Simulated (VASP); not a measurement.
The system is ZnRe.

```
CELL_PARAMETERS angstrom
2.75904 0.01149 -0.00274
-1.36957 2.36435 -0.00205
-0.00448 -0.00647 4.51354
ATOMIC_POSITIONS crystal
Zn 0.00956 0.01299 0.05140
Re 0.37585 0.70584 0.52514
```

Base run:

* Program: VASP 6.6.1
* Functional: revPBE
* Potentials or basis: VASP PAW PBE potentials, release 64 (Zn, Re)
* Cutoff: 520 eV
* k mesh: 8 × 8 × 5
* Occupations: fermi-dirac, width 0.02 eV
* Spin: no spin polarisation

Its results: pressure 2.0 GPa; largest force 1.148 eV/Å.

Q: The run is repeated on the same cell with these changes: potentials or basis from VASP PAW PBE potentials, release 64 (Zn, Re) to VASP PAW PBE potentials, release 64 (Zn, Re_sv_GW); cutoff from 520 eV to 500 eV; further incar settings from ALGO = Normal; EDIFF = 1e-06; NBANDS = 16 to ALGO = Normal; EDIFF = 1e-06; NBANDS = 20; valence electrons from 19 to 27. What comes out?

A: Pressure 1.1 GPa; largest force 1.153 eV/Å.

Caveats: the PAW data sets were made with another functional, which shifts forces and pressure a little.
